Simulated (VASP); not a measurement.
# Ti6C in VASP: notebook

The runs below take Ti6C through single point, with PBE.

Program: VASP 6.6.1. These are calculated values, not measurements. Logs are shortened: lines on timing, memory, paths and dates and some standing lists are left out, and cuts for length are marked.

## 1. The cell of the first run

The cell holds a slab with vacuum, 7 atoms: a = 4.604 Å, b = 4.604 Å, c = 19.997 Å, α = 90.00°, β = 90.00°, γ = 120.00°.

## 2. Single point, PBE

INCAR reads:

```
PREC     = Accurate       # precision mode
ENCUT    = 520            # plane-wave cutoff, eV
EDIFF    = 1E-7           # SCF threshold, eV
ISMEAR   = 0              # smearing method
SIGMA    = 0.1            # smearing width, eV
LREAL    = F              # projectors in reciprocal space
LASPH    = T              # aspherical terms in the spheres
NELM     = 80             # most SCF steps
ALGO     = Normal         # electronic algorithm
ISIF     = 2              # what is computed and relaxed
LWAVE    = F              # write WAVECAR
LCHARG   = F              # write CHGCAR
LDIPOL   = T            
IDIPOL   = 3            
DIPOL    = 0.5 0.5 0.335
GGA      = PE             # functional
NBANDS   = 47             # bands
```

KPOINTS reads:

```
Automatic mesh
0
Gamma
  6 6 1
```

POSCAR reads:

```
Ti6C
1.0
    4.6037402166      0.0000000000      0.0000000000
   -2.3018701083      3.9869559800      0.0000000000
    0.0000000000      0.0000000000     19.9968207969
Ti C
6 1
Direct
    0.6666666667      0.3333333333      0.2000317971
    0.3333333333      0.6666666667      0.2470259940
    0.0000000000      0.0000000000      0.2940201911
    0.6666666667      0.3333333333      0.3353091166
    0.3333333333      0.6666666667      0.3717707096
    0.0000000000      0.0000000000      0.4249085834
    0.2222222222      0.8888888889      0.4737969999
```

Potentials or basis: VASP PAW PBE potentials, release 64 (Ti_sv, C).

Command:

```console
cat potpaw_PBE.64/Ti_sv/POTCAR potpaw_PBE.64/C/POTCAR > POTCAR
mpirun -np 1 vasp_std > vasp.out
```

OUTCAR:

```text
PREC = Accurate
   ENCUT = 520
   EDIFF = 1E-7
   ISMEAR = 0
   LREAL = F
   LASPH = T
   NELM = 80
   ISIF = 2
   GGA = PE

 ion  position               nearest neighbor table
   1  0.667  0.333  0.200-   4 2.71   2 2.82   2 2.82   2 2.82
   2  0.333  0.667  0.247-   5 2.49   1 2.82   1 2.82   1 2.82   3 2.82   3 2.82   3 2.82
   3  0.000  0.000  0.294-   6 2.62   4 2.78   4 2.78   4 2.78   2 2.82   2 2.82   2 2.82
   4  0.667  0.333  0.335-   1 2.71   5 2.76   5 2.76   5 2.76   3 2.78   3 2.78   3 2.78
   5  0.333  0.667  0.372-   7 2.45   2 2.49   4 2.76   4 2.76   4 2.76   6 2.86   6 2.86   6 2.86

   6  0.000  0.000  0.425-   7 1.67   3 2.62   5 2.86   5 2.86   5 2.86
   7  0.222  0.889  0.474-   6 1.67   5 2.45

  LATTYP: Found a hexagonal cell.
 ALAT       =     4.6037402166
 C/A-ratio  =     4.3436032131

  Lattice vectors:

 A1 = (   4.6037402166,   0.0000000000,   0.0000000000)
 A2 = (  -2.3018701083,   3.9869559800,   0.0000000000)
 A3 = (   0.0000000000,   0.0000000000,  19.9968207969)

Analysis of symmetry for initial positions (statically):
=====================================================================
 Subroutine PRICEL returns:
 Original cell was already a primitive cell.

 Routine SETGRP: Setting up the symmetry group for a
 hexagonal supercell.

 Subroutine GETGRP returns: Found  1 space group operations
 (whereof  1 operations were pure point group operations)
 out of a pool of 24 trial point group operations.

The static configuration has the point symmetry C_1 .

Analysis of symmetry for dynamics (positions and initial velocities):
=====================================================================
 Subroutine PRICEL returns:
 Original cell was already a primitive cell.

 Routine SETGRP: Setting up the symmetry group for a
 hexagonal supercell.

 Subroutine GETGRP returns: Found  1 space group operations
 (whereof  1 operations were pure point group operations)
 out of a pool of 24 trial point group operations.

The dynamic configuration has the point symmetry C_1 .

 Subroutine INISYM returns: Found  1 space group operations
 (whereof  1 operations are pure point group operations),
 and found     1 'primitive' translations

----------------------------------------------------------------------------------------

                                     Primitive cell

  volume of cell :     367.0398

  direct lattice vectors                    reciprocal lattice vectors
     4.603740217  0.000000000  0.000000000     0.217214689  0.125408959  0.000000000
    -2.301870108  3.986955980  0.000000000     0.000000000  0.250817918  0.000000000
     0.000000000  0.000000000 19.996820797     0.000000000  0.000000000  0.050007949

  length of vectors
     4.603740217  4.603740217 19.996820797     0.250817918  0.250817918  0.050007949

  position of ions in fractional coordinates (direct lattice)
     0.666666667  0.333333333  0.200031797
     0.333333333  0.666666667  0.247025994
     0.000000000  0.000000000  0.294020191
     0.666666667  0.333333333  0.335309117
     0.333333333  0.666666667  0.371770710
     0.000000000  0.000000000  0.424908583
     0.222222222  0.888888889  0.473797000

  ion indices of the primitive-cell ions
   primitive index   ion index
                 1           1
                 2           2
                 3           3
                 4           4
                 5           5
                 6           6
                 7           7

----------------------------------------------------------------------------------------

 KPOINTS: Automatic mesh

Automatic generation of k-mesh.
 Grid dimensions read from file:
 generate k-points for:    6    6    1

 Generating k-lattice:

  Cartesian coordinates                     Fractional coordinates (reciprocal lattice)
     0.036202448  0.020901493  0.000000000     0.166666667  0.000000000  0.000000000
     0.000000000  0.041802986  0.000000000     0.000000000  0.166666667  0.000000000
     0.000000000  0.000000000  0.050007949     0.000000000  0.000000000  1.000000000

  Length of vectors
     0.041802986  0.041802986  0.050007949

  Shift w.r.t. Gamma in fractional coordinates (k-lattice)
     0.000000000  0.000000000  0.000000000

 Subroutine IBZKPT returns following result:
 ===========================================

 Found     20 irreducible k-points:

 Following reciprocal coordinates:
            Coordinates               Weight
  0.000000  0.000000  0.000000      1.000000
  0.166667  0.000000  0.000000      2.000000
  0.000000  0.166667  0.000000      2.000000
 -0.166667  0.166667  0.000000      2.000000
  0.333333  0.000000  0.000000      2.000000
  0.000000  0.333333  0.000000      2.000000
[... 12 lines left out ...]
  0.500000 -0.166667  0.000000      2.000000
  0.333333  0.333333  0.000000      2.000000
   k-points           NKPTS =     20   k-points in BZ     NKDIM =     20   number of bands    NBANDS=     47
   number of dos      NEDOS =    301   number of ions     NIONS =      7
   total plane-waves  NPLWV = 194400
   dimension x,y,z NGX =    36 NGY =   36 NGZ =  150
   dimension x,y,z NGXF=    72 NGYF=   72 NGZF=  300
   ions per type =               6   1
   NGX,Y,Z   is equivalent  to a cutoff of  13.00, 13.00, 12.47 a.u.
   NGXF,Y,Z  is equivalent  to a cutoff of  26.00, 26.00, 24.94 a.u.
 SYSTEM =  unknown system
   PREC   = accura    normal or accurate (medium, high low for compatibility)
   ISTART =      0    job   : 0-new  1-cont  2-samecut
   ICHARG =      2    charge: 1-file 2-atom 10-const
   ISPIN  =      1    spin polarized calculation?
   LNONCOLLINEAR =      F non collinear calculations
   LSORBIT =      F    spin-orbit coupling
   LASPH  =      T    aspherical Exc in radial PAW
   ENCUT  =  520.0 eV  38.22 Ry    6.18 a.u.   8.56  8.56 37.18*2*pi/ulx,y,z
   NELM   =     80;   NELMIN=  2; NELMDL= -5     # of ELM steps
   EDIFF  = 0.1E-06   stopping-criterion for ELM
   LREAL  =      F    real-space projection
   EDIFFG = 0.1E-05   stopping-criterion for IOM
   NSW    =      0    number of steps for IOM
   IBRION =     -1    ionic relax: 0-MD 1-quasi-New 2-CG
   NFREE  =      0    steps in history (QN), initial steepest desc. (CG)
   ISIF   =      2    stress and relaxation
   ISYM   =      2    0-nonsym 1-usesym 2-fastsym
   POTIM  = 0.5000    time-step for ionic-motion
   TEBEG  =    0.0;   TEEND  =   0.0 temperature during run
   PSTRESS=    0.0 pullay stress
   NELECT =      76.0000    total number of electrons
   NUPDOWN=      -1.0000    fix difference up-down
   EMIN   =  10.00;   EMAX   =-10.00  energy-range for DOS
   EFERMI =   0.00;   METHOD = LEGACY
   ISMEAR =     0;   SIGMA  =   0.10  broadening in eV -4-tet -1-fermi 0-gaus
   EFERMI_NEDOS =   21; number of points for ismear=-14 and -15
   IALGO  =     38    algorithm
   IMIX   =      4    mixing-type and parameters
     AMIX     =   0.40;   BMIX     =  1.00
     AMIX_MAG =   1.60;   BMIX_MAG =  1.00
  volume/ion in A,a.u.               =      52.43       353.84
  Fermi-wavevector in a.u.,A,eV,Ry     =   0.968519  1.830236 12.762669  0.938030
  Thomas-Fermi vector in A             =   2.098495
   LORBIT       =      0    0 simple, 1 ext, 2 COOP (PROOUT), +10 PAW based schemes
   GGA     = PE    functional components
   LHFCALC =     F    Hartree Fock is set to
   AEXX    =    0.0000 exact exchange contribution
   IVDW    =     0    specifies the selected vdW correction
   LEPSILON=     F    determine dielectric tensor
   LRPA    =     F    only Hartree local field effects (RPA)
 non-spin polarized calculation
 Gauss-broadening in eV      SIGMA  =   0.10
  energy-cutoff  :      520.00
  volume of cell :      367.04
 maximum number of plane-waves:      9981
 NGX is ok and might be reduce to    36
   NGX = 17   NGY = 17   NGZ = 75

 dipolmoment           0.000000      0.000000     -0.117183 electrons x Angstroem

 number of electron      75.9999980 magnetization

 dipolmoment           0.000000      0.000000      0.264210 electrons x Angstroem

 Free energy of the ion-electron system (eV)
  ---------------------------------------------------
  ext. energy  EPLUGINS =         0.00000000
  ---------------------------------------------------
  free energy    TOTEN  =       -48.15926650 eV

  energy without entropy =      -48.11312238  energy(sigma->0) =      -48.13619444

 E-fermi :  -0.7843     XC(G=0):  -4.5114

 val. band max:       -0.7865375482   @ k =   0.1667   0.3333   0.0000
 cond. band min:      -0.7801408613   @ k =   0.5000   0.5000   0.0000
 fundamental gap:      0.0063966868
 Fermi energy:        -0.7843328603

 k-point     1 :       0.0000    0.0000    0.0000
  band No.  band energies     occupation
      1     -57.8936      2.00000
      2     -57.3335      2.00000
      3     -57.1943      2.00000
      4     -57.1924      2.00000
      5     -57.0877      2.00000
      6     -56.7627      2.00000
[... 39 lines left out ...]
     46       0.9148      0.00000
     47       0.9982      0.00000

 k-point     2 :       0.1667    0.0000    0.0000
  band No.  band energies     occupation
      1     -57.8930      2.00000
      2     -57.3229      2.00000
      3     -57.1991      2.00000
      4     -57.1951      2.00000
      5     -57.0909      2.00000
      6     -56.7634      2.00000
[... 39 lines left out ...]
     46       0.8299      0.00000
     47       0.9764      0.00000

 k-point     3 :       0.0000    0.1667    0.0000
  band No.  band energies     occupation
      1     -57.8930      2.00000
      2     -57.3229      2.00000
      3     -57.1991      2.00000
      4     -57.1951      2.00000
      5     -57.0909      2.00000
      6     -56.7634      2.00000
[... 839 lines left out ...]
     46       0.6595      0.00000
     47       0.9214      0.00000

 k-point    20 :       0.3333    0.3333    0.0000
  band No.  band energies     occupation
      1     -57.8910      2.00000
      2     -57.2605      2.00000
      3     -57.2331      2.00000
      4     -57.2136      2.00000
      5     -57.1013      2.00000
      6     -56.7657      2.00000
[... 39 lines left out ...]
     46       0.5604      0.00000
     47       0.6431      0.00000

------------------------ aborting loop because EDIFF is reached ----------------------------------------

 vacuum level on the upper side and lower side of the slab       (xc-potential included)         1.264        -1.276

  FORCE on cell =-STRESS in cart. coord.  units (eV):
  Direction    XX          YY          ZZ          XY          YZ          ZX
  --------------------------------------------------------------------------------------
  -------------------------------------------------------------------------------------
  Total        1.7277536     -1.2400916     -0.5669452     -0.8993163     -2.6065596      5.7268191
  in kB        7.5418726     -5.4131636     -2.4747905     -3.9256344    -11.3779767     24.9983212
  external PRESSURE =      -0.1153605 kB  Pullay stress =       0.0000000 kB

 VOLUME and BASIS-vectors are now :
 -----------------------------------------------------------------------------
  energy-cutoff  :      520.00
  volume of cell :      367.04
      direct lattice vectors                 reciprocal lattice vectors
     4.603740217  0.000000000  0.000000000     0.217214689  0.125408959  0.000000000
    -2.301870108  3.986955980  0.000000000     0.000000000  0.250817918  0.000000000
     0.000000000  0.000000000 19.996820797     0.000000000  0.000000000  0.050007949

 POSITION                                       TOTAL-FORCE (eV/Angst)
 -----------------------------------------------------------------------------------
      2.30187      1.32899      4.00000         0.041915     -0.031659     -0.046484
     -0.00000      2.65797      4.93973         0.000326      0.049815      0.737462
      0.00000      0.00000      5.87947        -0.101261     -0.007241     -0.932869
      2.30187      1.32899      6.70512        -0.158111     -0.112351     -0.604775
     -0.00000      2.65797      7.43423        -0.890789      0.799372      1.639820
      0.00000      0.00000      8.49682        -3.415334      1.289273     -0.883930
     -1.02305      3.54396      9.47443         4.523254     -1.987208      0.090776
 -----------------------------------------------------------------------------------
    total drift:                               -0.000039      0.000012      0.000009

  FREE ENERGIE OF THE ION-ELECTRON SYSTEM (eV)
  ---------------------------------------------------
  free  energy   TOTEN  =       -48.1592665029 eV

  energy  without entropy=      -48.1131223761  energy(sigma->0) =      -48.13619444

 vacuum level on the upper side and lower side of the slab         5.208         2.543
```

Wall time 13 min (1 thread of Intel Xeon 6975P-C (Granite Rapids), shared host); peak memory 0.56 GiB.

What came out:

- Free energy: -48.1593 eV
- Largest force: 4.941 eV/Å
- Band gap on the k mesh: zero (bands 38 and 39 overlap by 0.27 eV)

Forces in eV/Å, atoms in the order of the input:
```
Ti   0.042 -0.032 -0.046
Ti   0.000  0.050  0.737
Ti  -0.101 -0.007 -0.933
Ti  -0.158 -0.112 -0.605
Ti  -0.891  0.799  1.640
Ti  -3.415  1.289 -0.884
C    4.523 -1.987  0.091
```

## 3. Single point, PBE

INCAR reads:

```
SYSTEM = Ti6C
PREC = Accurate
ENCUT = 520
EDIFF = 1E-6
ISMEAR = 0
SIGMA = 0.1
LREAL = .FALSE.
LASPH = .TRUE.
NELM = 80
ALGO = Normal
ISIF = 2
LWAVE = .FALSE.
LCHARG = .FALSE.
LDIPOL = .TRUE.
IDIPOL = 3
DIPOL = 0.5 0.5 0.335
GGA = PE
NBANDS = 47
```

KPOINTS reads:

```
regular mesh
0
G
  6 6 1
  0 0 0
```

Changes to POSCAR since step 2:

```diff
@@ -14,2 +14,2 @@
     0.0000000000      0.0000000000      0.4249085834
-    0.2222222222      0.8888888889      0.4737969999
+    0.8888888889      0.2222222222      0.4738421732
```

Potentials or basis: VASP PAW PBE potentials, release 64 (Ti_sv, C).

Command:

```console
cat potpaw_PBE.64/Ti_sv/POTCAR potpaw_PBE.64/C/POTCAR > POTCAR
mpirun -np 1 vasp_std > vasp.out
```

Run time: 13 min. Hardware: 1 thread of Intel Xeon 6975P-C (Granite Rapids), shared host; peak memory 0.58 GiB.

Results (log left out):

- Free energy: -47.8554 eV
- Largest force: 4.215 eV/Å
- Band gap on the k mesh: zero (bands 38 and 39 overlap by 0.23 eV)

Forces in eV/Å, atoms in the order of the input:
```
Ti   0.013  0.001 -0.080
Ti  -0.089  0.021  0.668
Ti   0.144 -0.071 -1.028
Ti   0.359  0.029 -0.246
Ti  -0.118 -0.455  1.144
Ti   2.825 -2.340 -0.562
C   -3.134  2.816  0.104
```

Levels at points of the mesh, in eV from the Fermi level:
```tsv
k point	band 34	band 35	band 36	band 37	band 38	band 39	band 40	band 41	band 42	band 43
(0.00, 0.00, 0.00)	-0.75	-0.60	-0.49	-0.48	-0.19	-0.07	-0.06	0.45	0.65	0.70
(0.50, 0.00, 0.00)	-0.74	-0.44	-0.40	-0.20	-0.07	0.05	0.18	0.35	0.66	0.76
(0.00, 0.50, 0.00)	-0.70	-0.43	-0.42	-0.17	-0.05	0.01	0.12	0.36	0.66	0.80
(0.50, 0.50, 0.00)	-0.64	-0.44	-0.39	-0.24	-0.14	-0.02	0.06	0.26	0.44	0.70
```

## 4. Single point, PBE

INCAR reads:

```
SYSTEM = Ti6C
  PREC = Accurate
  ENCUT = 520
  EDIFF = 1E-6
  ISMEAR = 0
  SIGMA = 0.1
  LREAL = .FALSE.
  LASPH = .TRUE.
  NELM = 100
  ALGO = Normal
  ISIF = 2
  LWAVE = .FALSE.
  LCHARG = .FALSE.
  LDIPOL = .TRUE.
  IDIPOL = 3
  DIPOL = 0.5 0.5 0.332
  GGA = PE
  NBANDS = 47
```

KPOINTS is that of step 3.

Changes to POSCAR since step 3:

```diff
@@ -14,2 +14,2 @@
     0.0000000000      0.0000000000      0.4249085834
-    0.8888888889      0.2222222222      0.4738421732
+    0.1111111111      0.4444444444      0.4498455980
```

Command:

```console
cat potpaw_PBE.64/Ti_sv/POTCAR potpaw_PBE.64/C/POTCAR > POTCAR
mpirun -np 1 vasp_std > vasp.out
```

Wall time 10 min (1 thread of Intel Xeon 6975P-C (Granite Rapids), shared host); peak memory 0.58 GiB.

Results (log left out):

```
Free energy            : -50.1225 eV
Largest force          : 1.535 eV/Å
Band gap on the k mesh : zero (bands 38 and 39 overlap by 0.18 eV)
```

Forces on the atoms (eV/Å):
```
Ti   0.019  0.000  0.155
Ti  -0.049  0.010  0.410
Ti  -0.021 -0.140 -1.307
Ti   0.505 -0.006 -0.121
Ti  -0.065  0.333 -0.593
Ti   0.280 -0.493  1.426
C   -0.668  0.297  0.030
```

Levels at points of the mesh, in eV from the Fermi level:
| k point | band 36 | band 37 | band 38 | band 39 | band 40 | band 41 |
| --- | --- | --- | --- | --- | --- | --- |
| (0.00, 0.00, 0.00) | -0.46 | -0.40 | -0.18 | -0.06 | -0.04 | 0.22 |
| (0.50, 0.00, 0.00) | -0.43 | -0.21 | -0.14 | -0.02 | 0.13 | 0.52 |
| (0.00, 0.50, 0.00) | -0.38 | -0.33 | -0.19 | -0.06 | 0.18 | 0.39 |
| (0.50, 0.50, 0.00) | -0.38 | -0.19 | -0.08 | 0.01 | 0.12 | 0.37 |

(Part 1 of 2 ends here.)

The gap in the log of VASP goes by the Fermi energy; the results here count the filled bands.